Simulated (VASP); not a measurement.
Cs2H3, 5 atoms in the cell. The structure is hexagonal, space group P-62m (No. 189). Conventional cell: a = 5.952 Å, b = 5.952 Å, c = 4.271 Å, α = 90.00°, β = 90.00°, γ = 120.00°. Within 3.7 Å of Cs (site symmetry -6) lie 6 H at 2.77 Å and 3 Cs at 3.44 Å. H (site symmetry m2m) has 4 Cs at 2.77 Å and 4 H at 3.06 Å within 3.7 Å. The cell was generated, and may not be a known phase.

| Item | Value |
| --- | --- |
| Program | VASP 6.6.1 |
| Task | single point |
| Functional | PBE |
| Potentials or basis | VASP PAW PBE potentials, release 64 (Cs_sv, H) |
| Cutoff | 520 eV |
| k mesh | 3 × 3 × 4 |
| Occupations | gaussian, width 0.1 eV |
| Spin | no spin polarisation |
| Dipole correction | no |
| Further INCAR settings | ALGO = Normal; EDIFF = 1e-07; NBANDS = 18 |

Potentials or basis: VASP PAW PBE potentials, release 64 (Cs_sv, H).

Launch:

```console
$ cat potpaw_PBE.64/Cs_sv/POTCAR potpaw_PBE.64/H/POTCAR > POTCAR
$ mpirun -np 1 vasp_std > vasp.out
```

Hardware: 1 thread of Intel Xeon 8259CL (shared host).

Q: Estimate the wall time of this run.

A: Wall time 26 s on 1 thread of Intel Xeon 8259CL, with other jobs on the host, peak memory 0.25 GiB. Counts: scf iterations 15, k points 9.
